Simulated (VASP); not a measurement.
# Ta (Fm-3m) in VASP: relaxation of cell and atoms with r2SCAN

Aim: the relaxation of cell and atoms of Ta with r2SCAN.

Everything below comes from runs of VASP 6.6.1. Logs are shortened: lines on timing, memory, paths and dates and some standing lists are left out, and cuts for length are marked.

## 1. The cell of the first run

Symmetry: Fm-3m, No. 225, cubic system. The conventional cell has a = 4.205 Å, b = 4.205 Å, c = 4.205 Å, α = 90.00°, β = 90.00°, γ = 90.00°. Within 3.9 Å of Ta (site symmetry m-3m) lie 12 Ta at 2.97 Å.

This isn't the form of Ta at room conditions, which is bcc.

## 2. Relaxation of cell and atoms, r2SCAN

The input, POSCAR:

```
Ta
1.0
    0.0000000000      2.1024284736      2.1024284736
    2.1024284736      0.0000000000      2.1024284736
    2.1024284736      2.1024284736      0.0000000000
Ta
1
Direct
    0.5000000000      0.5000000000      0.5000000000
```

The input, INCAR.step1:

```
ALGO = Normal ; EDIFF = 1E-4
ENCUT = 600 ; GGA = PE
ISMEAR = 0 ; LASPH = T
LCHARG = F ; LREAL = F
LWAVE = T ; NELM = 80
PREC = Accurate ; SIGMA = 0.1
```

The input, INCAR.step2:

```
ALGO = Normal ; EDIFF = 1E-6
EDIFFG = -0.01 ; ENCUT = 600
IBRION = 2 ; ISIF = 3
ISMEAR = 0 ; ISTART = 1
LASPH = T ; LCHARG = F
LMIXTAU = T ; LREAL = F
LWAVE = F ; METAGGA = R2SCAN
NELM = 80 ; NSW = 100
PREC = Accurate ; SIGMA = 0.1
```

The input, KPOINTS:

```
k-points
0
Gamma
  22 22 22
```

Potentials or basis: VASP PAW PBE potentials, release 64 (Ta_pv).

Launch:

```console
> cat potpaw_PBE.64/Ta_pv/POTCAR > POTCAR
> cp INCAR.step1 INCAR
> mpirun -np 1 vasp_std > vasp.out
> cp INCAR.step2 INCAR
> mpirun -np 1 vasp_std > vasp.out
```

OUTCAR:

```text
EDIFF = 1E-6
   EDIFFG = -0.01
   ENCUT = 600
   IBRION = 2
   ISIF = 3
   ISMEAR = 0
   ISTART = 1
   LASPH = T
   LREAL = F
   METAGGA = R2SCAN
   NELM = 80
   NSW = 100
   PREC = Accurate

 ion  position               nearest neighbor table
   1  0.500  0.500  0.500-

  LATTYP: Found a face centered cubic cell.
 ALAT       =     4.2048569472

  Lattice vectors:

 A1 = (   0.0000000000,   2.1024284736,   2.1024284736)
 A2 = (   2.1024284736,   0.0000000000,   2.1024284736)
 A3 = (   2.1024284736,   2.1024284736,   0.0000000000)

Analysis of symmetry for initial positions (statically):
=====================================================================
 Subroutine PRICEL returns:
 Original cell was already a primitive cell.

 Routine SETGRP: Setting up the symmetry group for a
 face centered cubic supercell.

 Subroutine GETGRP returns: Found 48 space group operations
 (whereof 48 operations were pure point group operations)
 out of a pool of 48 trial point group operations.

The static configuration has the point symmetry O_h .

Analysis of symmetry for dynamics (positions and initial velocities):
=====================================================================
 Subroutine PRICEL returns:
 Original cell was already a primitive cell.

 Routine SETGRP: Setting up the symmetry group for a
 face centered cubic supercell.

 Subroutine GETGRP returns: Found 48 space group operations
 (whereof 48 operations were pure point group operations)
 out of a pool of 48 trial point group operations.

The dynamic configuration has the point symmetry O_h .

 Subroutine INISYM returns: Found 48 space group operations
 (whereof 48 operations are pure point group operations),
 and found     1 'primitive' translations

----------------------------------------------------------------------------------------

                                     Primitive cell

  volume of cell :      18.5863

  direct lattice vectors                    reciprocal lattice vectors
     0.000000000  2.102428474  2.102428474    -0.237820219  0.237820219  0.237820219
     2.102428474  0.000000000  2.102428474     0.237820219 -0.237820219  0.237820219
     2.102428474  2.102428474  0.000000000     0.237820219  0.237820219 -0.237820219

  length of vectors
     2.973282861  2.973282861  2.973282861     0.411916702  0.411916702  0.411916702

  position of ions in fractional coordinates (direct lattice)
     0.500000000  0.500000000  0.500000000

  ion indices of the primitive-cell ions
   primitive index   ion index
                 1           1

----------------------------------------------------------------------------------------

 KPOINTS: k-points

Automatic generation of k-mesh.
 Grid dimensions read from file:
 generate k-points for:   22   22   22

 Generating k-lattice:

  Cartesian coordinates                     Fractional coordinates (reciprocal lattice)
    -0.010810010  0.010810010  0.010810010     0.045454545  0.000000000  0.000000000
     0.010810010 -0.010810010  0.010810010     0.000000000  0.045454545  0.000000000
     0.010810010  0.010810010 -0.010810010     0.000000000  0.000000000  0.045454545

  Length of vectors
     0.018723486  0.018723486  0.018723486

  Shift w.r.t. Gamma in fractional coordinates (k-lattice)
     0.000000000  0.000000000  0.000000000

 Subroutine IBZKPT returns following result:
 ===========================================

 Found    328 irreducible k-points:

 Following reciprocal coordinates:
            Coordinates               Weight
  0.000000  0.000000  0.000000      1.000000
  0.045455  0.000000  0.000000      8.000000
  0.090909  0.000000  0.000000      8.000000
  0.136364  0.000000  0.000000      8.000000
  0.181818  0.000000  0.000000      8.000000
  0.227273  0.000000  0.000000      8.000000
[... 16 lines left out ...]
  0.500000  0.045455  0.000000     24.000000
 -0.454545  0.045455  0.000000     24.000000
 [... further k-points ...]
   k-points           NKPTS =    328   k-points in BZ     NKDIM =    328   number of bands    NBANDS=      9
   number of dos      NEDOS =    301   number of ions     NIONS =      1
   total plane-waves  NPLWV =  13824
   dimension x,y,z NGX =    24 NGY =   24 NGZ =   24
   dimension x,y,z NGXF=    48 NGYF=   48 NGZF=   48
   ions per type =               1
   NGX,Y,Z   is equivalent  to a cutoff of  13.42, 13.42, 13.42 a.u.
   NGXF,Y,Z  is equivalent  to a cutoff of  26.84, 26.84, 26.84 a.u.
 SYSTEM =  unknown system
   PREC   = accura    normal or accurate (medium, high low for compatibility)
   ISTART =      1    job   : 0-new  1-cont  2-samecut
   ICHARG =      0    charge: 1-file 2-atom 10-const
   ISPIN  =      1    spin polarized calculation?
   LNONCOLLINEAR =      F non collinear calculations
   LSORBIT =      F    spin-orbit coupling
   LASPH  =      T    aspherical Exc in radial PAW
   ENCUT  =  600.0 eV  44.10 Ry    6.64 a.u.   5.94  5.94  5.94*2*pi/ulx,y,z
   NELM   =     80;   NELMIN=  2; NELMDL=  0     # of ELM steps
   EDIFF  = 0.1E-05   stopping-criterion for ELM
   LREAL  =      F    real-space projection
   EDIFFG = -.1E-01   stopping-criterion for IOM
   NSW    =    100    number of steps for IOM
   IBRION =      2    ionic relax: 0-MD 1-quasi-New 2-CG
   NFREE  =      1    steps in history (QN), initial steepest desc. (CG)
   ISIF   =      3    stress and relaxation
   ISYM   =      2    0-nonsym 1-usesym 2-fastsym
   POTIM  = 0.5000    time-step for ionic-motion
   TEBEG  =    0.0;   TEEND  =   0.0 temperature during run
   PSTRESS=    0.0 pullay stress
   NELECT =      11.0000    total number of electrons
   NUPDOWN=      -1.0000    fix difference up-down
   EMIN   =  10.00;   EMAX   =-10.00  energy-range for DOS
   EFERMI =   0.00;   METHOD = LEGACY
   ISMEAR =     0;   SIGMA  =   0.10  broadening in eV -4-tet -1-fermi 0-gaus
   EFERMI_NEDOS =   21; number of points for ismear=-14 and -15
   IALGO  =     38    algorithm
   IMIX   =      4    mixing-type and parameters
     AMIX     =   0.40;   BMIX     =  1.00
     AMIX_MAG =   1.60;   BMIX_MAG =  1.00
  volume/ion in A,a.u.               =      18.59       125.43
  Fermi-wavevector in a.u.,A,eV,Ry     =   1.374489  2.597407 25.704386  1.889219
  Thomas-Fermi vector in A             =   2.499911
   LORBIT       =      0    0 simple, 1 ext, 2 COOP (PROOUT), +10 PAW based schemes
   METAGGA = R2SCAN    functional components
   LHFCALC =     F    Hartree Fock is set to
   AEXX    =    0.0000 exact exchange contribution
   IVDW    =     0    specifies the selected vdW correction
   LEPSILON=     F    determine dielectric tensor
   LRPA    =     F    only Hartree local field effects (RPA)
 conjugate gradient relaxation of ions
 non-spin polarized calculation
 Gauss-broadening in eV      SIGMA  =   0.10
  energy-cutoff  :      600.00
  volume of cell :       18.59
 maximum number of plane-waves:       636
   NGX = 11   NGY = 11   NGZ = 11

--------------------------------------- Ionic step        1  -------------------------------------------

 number of electron      11.0000001 magnetization

 Free energy of the ion-electron system (eV)
  ---------------------------------------------------
  ext. energy  EPLUGINS =         0.00000000
  ---------------------------------------------------
  free energy    TOTEN  =       -48.34284332 eV

  energy without entropy =      -48.33709029  energy(sigma->0) =      -48.33996681

------------------------ aborting loop because EDIFF is reached ----------------------------------------

  FORCE on cell =-STRESS in cart. coord.  units (eV):
  Direction    XX          YY          ZZ          XY          YZ          ZX
  --------------------------------------------------------------------------------------
  -------------------------------------------------------------------------------------
  Total        0.1067641      0.1067641      0.1067641     -0.0000000     -0.0000000      0.0000000
  in kB        9.2032708      9.2032708      9.2032708     -0.0000000     -0.0000000      0.0000000
  external PRESSURE =       9.2032708 kB  Pullay stress =       0.0000000 kB
[... 55 lines left out ...]
  energy  without entropy=      -48.3358772242  energy(sigma->0) =      -48.33880438

--------------------------------------- Ionic step        3  -------------------------------------------

 number of electron      11.0000001 magnetization

 Free energy of the ion-electron system (eV)
  ---------------------------------------------------
  ext. energy  EPLUGINS =         0.00000000
  ---------------------------------------------------
  free energy    TOTEN  =       -48.34308378 eV

  energy without entropy =      -48.33729635  energy(sigma->0) =      -48.34019007

 E-fermi :   5.4501     XC(G=0): -13.5575

 val. band max:        5.4483522615   @ k =   0.3636   0.1818   0.0000
 cond. band min:       5.4531763454   @ k =   0.4545   0.0455   0.0000
 fundamental gap:      0.0048240840
 Fermi energy:         5.4500704441

 k-point     1 :       0.0000    0.0000    0.0000
  band No.  band energies     occupation
      1     -29.3555      2.00000
      2     -29.3554      2.00000
      3     -29.3554      2.00000
      4      -3.1473      2.00000
      5       5.9524      0.00000
      6       5.9524      0.00000
      7       5.9524      0.00000
      8       9.2293      0.00000
      9       9.2293      0.00000
[... 265 lines left out ...]
 k-point    24 :      -0.4545    0.0455    0.0000
  band No.  band energies     occupation
      1     -30.4271      2.00000
      2     -29.5164      2.00000
      3     -29.4991      2.00000
      4       0.6532      2.00000
      5       5.5293      0.26236
      6       5.8586      0.00000
      7       5.9684      0.00000
      8      11.3636      0.00000
      9      11.6995      0.00000

 [... further k-points ...]

------------------------ aborting loop because EDIFF is reached ----------------------------------------

  FORCE on cell =-STRESS in cart. coord.  units (eV):
  Direction    XX          YY          ZZ          XY          YZ          ZX
  --------------------------------------------------------------------------------------
  -------------------------------------------------------------------------------------
  Total        0.0023836      0.0023836      0.0023836     -0.0000000      0.0000000      0.0000000
  in kB        0.2045226      0.2045226      0.2045226     -0.0000000      0.0000000      0.0000000
  external PRESSURE =       0.2045226 kB  Pullay stress =       0.0000000 kB
[... 16 lines left out ...]
  FREE ENERGIE OF THE ION-ELECTRON SYSTEM (eV)
  ---------------------------------------------------
  free  energy   TOTEN  =       -48.3430837838 eV

  energy  without entropy=      -48.3372963482  energy(sigma->0) =      -48.34019007

 reached required accuracy - stopping structural energy minimisation
```

Run time: 12 min. Hardware: 1 thread of Oxide Virtual Turin-like, shared host; peak memory 0.18 GiB.

Results:

* Free energy: -48.3431 eV
* Relaxed volume: 18.67 Å³/atom
* Relaxed cell: a = 2.978 Å, b = 2.978 Å, c = 2.978 Å, α = 60.00°, β = 60.00°, γ = 60.00°
* Space group after relaxing (to 0.1 Å): Fm-3m (No. 225)
* Energy gained by relaxing: 0.2 meV/atom
* Ionic steps: 3
* Pressure after relaxing: 0.0 GPa
* Band gap on the k mesh: zero (an odd number of electrons rules out a gap without spin polarisation)

Step by step:
| step | energy change (eV) | largest force (eV/Å) | pressure (GPa) | volume (Å³) |
| --- | --- | --- | --- | --- |
| 1 | 0.0000 | 0.0000 | 0.92 | 18.59 |
| 2 | 0.0011 | 0.0000 | -2.13 | 18.88 |
| 3 | -0.0002 | 0.0000 | 0.02 | 18.67 |

Final structure:
```
Ta
1.0
     0.00000    2.10566    2.10566
     2.10566    0.00000    2.10566
     2.10566    2.10566    0.00000
Ta
1
Direct
  0.50000 0.50000 0.50000
```

Levels at points of the mesh, in eV from the Fermi level:
```csv
k point,band 1,band 2,band 3,band 4,band 5,band 6,band 7,band 8,band 9
"(0.00, 0.00, 0.00)",-34.81,-34.81,-34.81,-8.60,0.50,0.50,0.50,3.78,3.78
"(0.50, 0.00, 0.00)",-35.89,-34.95,-34.95,-4.87,0.33,0.33,0.50,6.10,6.10
"(0.50, 0.50, 0.00)",-35.82,-35.19,-35.19,-4.59,-3.55,2.87,6.17,6.74,6.74
```

Caveat: the PAW data sets were made with another functional, which shifts forces and pressure a little; spin-orbit coupling is left out, which moves the levels of the heavy elements.
